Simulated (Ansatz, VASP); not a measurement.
## One calculation of PtS2, two programs

File INCAR:

```
SYSTEM = PtS2
ALGO = Normal ; EDIFF = 1E-6
ENCUT = 520 ; GGA = PS
ISIF = 2 ; ISMEAR = 0
LASPH = .True. ; LCHARG = .False.
LREAL = .False. ; LWAVE = .False.
NBANDS = 18 ; NELM = 100
PREC = Accurate ; SIGMA = 0.05
```

The input KPOINTS:

```
k-points
0
Gamma
  12 12 8
  0 0 0
```

The input POSCAR:

```
PtS2
1.0
    3.5431994758      0.0000000000      0.0000000000
   -1.7715997379      3.0685007567      0.0000000000
    0.0000000000      0.0000000000      5.0388000000
Pt S
1 2
Direct
    0.0000000000      0.0000000000      0.0000000000
    0.3333333333      0.6666666667      0.1904620148
    0.6666666667      0.3333333333      0.7500000000
```

Input for Ansatz:

```yaml
crystal:
  lattice:
    - [3.5431994758, 0.0, 0.0]
    - [-1.7715997379, 3.0685007567, 0.0]
    - [0.0, 0.0, 5.0388]
  atoms:
    - { symbol: Pt, position: [0.0, 0.0, 0.0] }
    - { symbol: S, position: [0.3333333333, 0.6666666667, 0.1904620148] }
    - { symbol: S, position: [0.6666666667, 0.3333333333, 0.75] }
basis:
  ecutwfc: 420
kpoints:
  mp_grid: { grid: [12, 12, 8] }
hamiltonian:
  xc: pbesol
scf:
  occupations: { method: gaussian, width: 0.05 }
output:
  forces: true
  stress: true
  eigenvalues: true
```

Alike in both runs: task single point; functional PBEsol; k mesh 12 × 12 × 8; occupations gaussian, width 0.05 eV; no spin polarisation.

|  | VASP | Ansatz |
| --- | --- | --- |
| version | VASP 6.6.1 | Ansatz 0.2.0 |
| potentials or method | VASP PAW PBE potentials, release 64 (Pt, S), cutoff 520 eV | scalar-relativistic, plane waves, PAW |
| valence electrons in the cell | 22 | 30 |

VASP gave:

* gap on the k mesh at the Fermi level (eV): 0.55
* least direct gap on the mesh (eV): 0.81
* pressure (GPa): 10.0
* traceless stress, the component that is largest in VASP (GPa): -2.11
* rms of the force components (eV/Å): 1.503

Q: What did Ansatz give for the same quantities?

A: gap on the k mesh at the Fermi level (eV): 0.54; least direct gap on the mesh (eV): 0.81; pressure (GPa): 10.3; traceless stress, the component that is largest in VASP (GPa): -2.26; rms of the force components (eV/Å): 1.500.

VASP's potentials were made for PBE, not for PBEsol. Atom by atom the forces differ by 0.012 eV/Å (rms over components). VASP's potentials hold 22 valence electrons a cell and Ansatz's 30, so a difference there can come from the potentials and not from the codes.

Neither program's run includes spin-orbit coupling.
